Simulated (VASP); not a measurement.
Write the native input for VASP 6.6.1 that does the following.

```yaml
Task: single point
Functional: PBEsol
Potentials_or_basis: VASP PAW PBE potentials, release 64 (Al, Ni)
Cutoff: 520 eV
k_mesh: 14 × 14 × 14
Occupations: gaussian, width 0.1 eV
Spin: no spin polarisation
Dipole_correction: no
Further_INCAR_settings: ALGO = Fast; EDIFF = 1e-07; NBANDS = 14
```

The structure of AlNi lies in POSCAR:

```
AlNi
1.0
    2.8624268297      0.0000000000      0.0000000000
    0.0000000000      2.8624268297      0.0000000000
    0.0000000000      0.0000000000      2.8624268297
Al Ni
1 1
Direct
    0.0000000000      0.0000000000      0.0000000000
    0.5000000000      0.5000000000      0.5000000000
```

These files were run (other wordings do the same):

INCAR

```
SYSTEM = AlNi
PREC = Accurate ; ENCUT = 520
EDIFF = 1E-7 ; ISMEAR = 0
SIGMA = 0.1 ; LREAL = .False.
LASPH = .True. ; NELM = 80
ALGO = Fast ; ISIF = 2
LWAVE = .False. ; LCHARG = .False.
GGA = PS ; NBANDS = 14
```

KPOINTS

```
regular mesh
0
Gamma
  14 14 14
  0 0 0
```

Potentials or basis: VASP PAW PBE potentials, release 64 (Al, Ni).

Launch:

```bash
$ cat potpaw_PBE.64/Al/POTCAR potpaw_PBE.64/Ni/POTCAR > POTCAR
$ mpirun -np 1 vasp_std > vasp.out
```

Results of the run:

```
Pressure : 0.1 GPa
```

Caveat: the PAW data sets were made with another functional, which shifts forces and pressure a little.

Run time: 20 s on 1 thread of Intel(R) Xeon(R) Platinum 8488C (Sapphire Rapids) (shared host), peak memory 0.16 GiB.
